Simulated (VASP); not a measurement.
Write the native input for VASP 6.6.1 that does the following.

```yaml
Task: single point
Functional: PBE
Potentials_or_basis: VASP PAW PBE potentials, release 64 (B, N)
Cutoff: 520 eV
k_mesh: 6 × 6 × 6
Occupations: gaussian, width 0.05 eV
Spin: no spin polarisation
Dipole_correction: no
Further_INCAR_settings: ALGO = Normal; EDIFF = 1e-07; NBANDS = 16
```

The structure of BN lies in POSCAR:

```
BN
1.0
    0.0000000000     -1.8123937734     -1.8123937734
   -1.8123937734      0.0000000000     -1.8123937734
    1.8123937734      1.8123937734     -3.6247875468
B N
2 2
Direct
   -0.0015993670      0.0071310777      0.0000000000
    0.5015993670      0.4928689223      0.5000000000
    0.3733632633      0.3822976976      0.8750000000
    0.8766367367      0.8677023024      0.3750000000
```

The input as run:

INCAR

```
PREC = Accurate
ENCUT = 520
EDIFF = 1E-7
ISMEAR = 0
SIGMA = 0.05
LREAL = False
LASPH = True
NELM = 100
ALGO = Normal
ISIF = 2
LWAVE = False
LCHARG = False
GGA = PE
NBANDS = 16
```

KPOINTS

```
Automatic mesh
0
Gamma
  6 6 6
```

Potentials or basis: VASP PAW PBE potentials, release 64 (B, N).

Command:

```console
$ cat potpaw_PBE.64/B/POTCAR potpaw_PBE.64/N/POTCAR > POTCAR
$ mpirun -np 1 vasp_std > vasp.out
```

Results of the run:

```
Pressure               : 0.2 GPa
Largest force          : 0.204 eV/Å
Band gap on the k mesh : 4.44 eV
```

Caveat: the k points lie up to 0.48 Å⁻¹ apart.

It took 25 s on 1 thread of Intel Xeon 6975P-C, with other jobs on the host, peak memory 0.15 GiB.
